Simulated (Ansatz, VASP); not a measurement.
# One calculation of Li3SeF, two programs

```
CELL_PARAMETERS angstrom
4.53692 0.00000 0.00000
0.00000 4.53692 0.00000
0.00000 0.00000 4.89971
ATOMIC_POSITIONS crystal
Li 0.00000 0.50000 0.63986
Li 0.00000 0.00000 0.01002
Li 0.50000 0.00000 0.63986
Se 0.00000 0.00000 0.49358
F 0.50000 0.50000 0.77837
```

Change from the starting cell: species swapped into the CsInBr3 type (P4mm, No. 99).

Alike in both runs: functional PBE; k mesh 6 × 6 × 6; occupations gaussian, width 0.02 eV; no spin polarisation.

Ansatz relaxed the structure, and its values are those at the end. VASP's run is a single point on that final structure, the one shown.

|  | VASP | Ansatz |
| --- | --- | --- |
| version | VASP 6.6.1 | Ansatz 0.2.0 |
| potentials or method | VASP PAW PBE potentials, release 64 (Li_sv, Se, F), cutoff 520 eV | scalar-relativistic, plane waves, PAW |
| valence electrons in the cell | 22 | 32 |

```csv
,VASP,Ansatz,Ansatz less VASP
gap on the k mesh at the Fermi level (eV),3.31,3.31,-0.006
least direct gap on the mesh (eV),3.37,3.36,-0.006
rms of the force components (eV/Å),0.003,0.002,-0.0013
```

With one functional, cell and mesh, what is left measures potentials, basis and numerics. VASP's potentials hold 22 valence electrons a cell and Ansatz's 32, so a difference there can come from the potentials and not from the codes.

Noted on VASP's run: the cutoff is short for stress, so the pressure is rough.
